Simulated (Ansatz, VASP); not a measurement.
SnO2 in VASP and in Ansatz

```
CELL_PARAMETERS angstrom
5.04541 0.00000 0.00000
0.00000 4.47445 0.00000
0.00000 0.00000 3.20071
ATOMIC_POSITIONS crystal
Sn 0.50000 0.50000 0.50000
Sn 0.00000 0.00000 0.00000
O 0.30586 0.30596 0.00000
O 0.80586 0.19404 0.50000
O 0.19414 0.80596 0.50000
O 0.69414 0.69404 0.00000
```

Change from the starting cell: strain +0.0600 x Voigt [1, -1, 0, 0, 0, 0], atoms carried along.

Alike in both runs: task single point; functional r2SCAN; k mesh 6 × 6 × 8; occupations gaussian, width 0.05 eV; no spin polarisation.

|  | VASP | Ansatz |
| --- | --- | --- |
| version | VASP 6.6.1 | Ansatz 0.2.0 |
| potentials or method | VASP PAW PBE potentials, release 64 (Sn_d, O), cutoff 520 eV | scalar-relativistic, plane waves, PAW |
| valence electrons in the cell | 52 | 52 |

Ansatz gave:

* gap on the k mesh at the Fermi level (eV): 1.69
* least direct gap on the mesh (eV): 1.69
* pressure (GPa): 0.0
* traceless stress, the component that is largest in VASP (GPa): -5.91
* rms of the force components (eV/Å): 0.057

Q: Which values does VASP return?

A: gap on the k mesh at the Fermi level (eV): 1.71; least direct gap on the mesh (eV): 1.71; pressure (GPa): 1.1; traceless stress, the component that is largest in VASP (GPa): -6.00; rms of the force components (eV/Å): 0.051.

VASP's potentials were made for PBE, not for r2SCAN. Atom by atom the forces differ by 0.014 eV/Å (rms over components).
